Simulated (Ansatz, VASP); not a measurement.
**One calculation of Rh, two programs**

File INCAR:

```
  PREC = Accurate
  ENCUT = 600
  EDIFF = 1E-6
  ISMEAR = 0
  SIGMA = 0.1
  LREAL = False
  LASPH = True
  NELM = 100
  ALGO = Normal
  ISIF = 3
  LWAVE = False
  LCHARG = False
  GGA = PS
  IBRION = 2
  NSW = 100
  EDIFFG = -0.005
```

File KPOINTS:

```
Automatic mesh
0
Gamma
  18 18 18
```

Contents of POSCAR:

```
Rh
1.0
    0.0000000000      1.9015500000      1.9015500000
    1.9015500000      0.0000000000      1.9015500000
    1.9015500000      1.9015500000      0.0000000000
Rh
1
Direct
    0.0000000000      0.0000000000      0.0000000000
```

Input for Ansatz:

```yaml
crystal:
  lattice:
    - [0.0, 1.90155, 1.90155]
    - [1.90155, 0.0, 1.90155]
    - [1.90155, 1.90155, 0.0]
  atoms:
    - { symbol: Rh, position: [0.0, 0.0, 0.0] }
basis:
  ecutwfc: 420
kpoints:
  mp_grid: { grid: [18, 18, 18] }
hamiltonian:
  xc: pbesol
  pseudopotentials: { kind: paw, azcp: { folder: soft_1 } }
scf:
  occupations: { method: gaussian, width: 0.1 }
output:
  forces: true
  stress: true
  eigenvalues: true
relax:
  adjacent_minimum: "off"
  f_tol: 0.005
  max_steps: 80
  cell: { stress_tol: 0.05 }
```

Alike in both runs: task relaxation of cell and atoms; functional PBEsol; k mesh 18 × 18 × 18; occupations gaussian, width 0.1 eV; no spin polarisation.

```csv
,VASP,Ansatz
version,VASP 6.6.1,Ansatz 0.2.0
potentials or method,"VASP PAW PBE potentials, release 64 (Rh_pv), cutoff 600 eV","scalar-relativistic, plane waves, PAW"
valence electrons in the cell,15,17
```

Ansatz gave:

```
gap on the k mesh at the Fermi level, each at its own relaxed structure (eV) : none
relaxed volume (Å³/atom)                                                     : 13.50
relaxed cell length with the largest relative difference (Å)                 : 2.673
```

What did VASP give for the same quantities?

gap on the k mesh at the Fermi level, each at its own relaxed structure (eV): none; relaxed volume (Å³/atom): 13.50; relaxed cell length with the largest relative difference (Å): 2.672.

VASP's potentials were made for PBE, not for PBEsol, and Ansatz warns of the same on its side. A gap of «none» marks a metal or a gap that the smearing closes. VASP's potentials hold 15 valence electrons a cell and Ansatz's 17, so a difference there can come from the potentials and not from the codes.
